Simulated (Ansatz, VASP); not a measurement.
CoSi2 in VASP and in Ansatz

File POSCAR:

```
CoSi2
1.0
    0.0000000000      2.6780000000      2.6780000000
    2.6780000000      0.0000000000      2.6780000000
    2.6780000000      2.6780000000      0.0000000000
Co Si
1 2
Direct
    0.0000000000      0.0000000000      0.0000000000
    0.2500000000      0.2500000000      0.2500000000
    0.7500000000      0.7500000000      0.7500000000
```

The input INCAR.step1:

```
SYSTEM = CoSi2
PREC = Accurate
ENCUT = 520
ISMEAR = 0
SIGMA = 0.1
LREAL = .False.
LASPH = .True.
NELM = 100
NBANDS = 16
GGA = PE
ALGO = Normal
EDIFF = 1E-4
LWAVE = .True.
LCHARG = .False.
```

File INCAR.step2:

```
SYSTEM = CoSi2
PREC = Accurate
ENCUT = 520
EDIFF = 1E-6
ISMEAR = 0
SIGMA = 0.1
LREAL = .False.
LASPH = .True.
NELM = 100
ALGO = Normal
ISIF = 2
LWAVE = .False.
LCHARG = .False.
METAGGA = R2SCAN
LMIXTAU = .True.
NBANDS = 16
ISTART = 1
```

KPOINTS

```
Automatic mesh
0
Gamma
  6 6 6
  0 0 0
```

Input for Ansatz:

```yaml
crystal:
  lattice:
    - [0.0, 2.678, 2.678]
    - [2.678, 0.0, 2.678]
    - [2.678, 2.678, 0.0]
  atoms:
    - { symbol: Co, position: [0.0, 0.0, 0.0] }
    - { symbol: Si, position: [0.25, 0.25, 0.25] }
    - { symbol: Si, position: [0.75, 0.75, 0.75] }
basis:
  ecutwfc: 500
kpoints:
  mp_grid: { grid: [6, 6, 6] }
hamiltonian:
  xc: r2scan
scf:
  occupations: { method: gaussian, width: 0.1 }
output:
  forces: true
  stress: true
  eigenvalues: true
```

Alike in both runs: task single point; functional r2SCAN; k mesh 6 × 6 × 6; occupations gaussian, width 0.1 eV; no spin polarisation.

|  | VASP | Ansatz |
| --- | --- | --- |
| version | VASP 6.6.1 | Ansatz 0.2.0 |
| potentials or method | VASP PAW PBE potentials, release 64 (Co, Si), cutoff 520 eV | scalar-relativistic, plane waves, PAW |
| valence electrons in the cell | 17 | 25 |

Ansatz gave:

| Quantity | Value |
| --- | --- |
| gap on the k mesh at the Fermi level (eV) | none |
| pressure (GPa) | -4.3 |

Task: Which values does VASP return?

Result: gap on the k mesh at the Fermi level (eV): none; pressure (GPa): -4.4.

VASP's potentials were made for PBE, not for r2SCAN. A gap of «none» marks a metal or a gap that the smearing closes. With one functional, cell and mesh, what is left measures potentials, basis and numerics. VASP's potentials hold 17 valence electrons a cell and Ansatz's 25, so a difference there can come from the potentials and not from the codes.
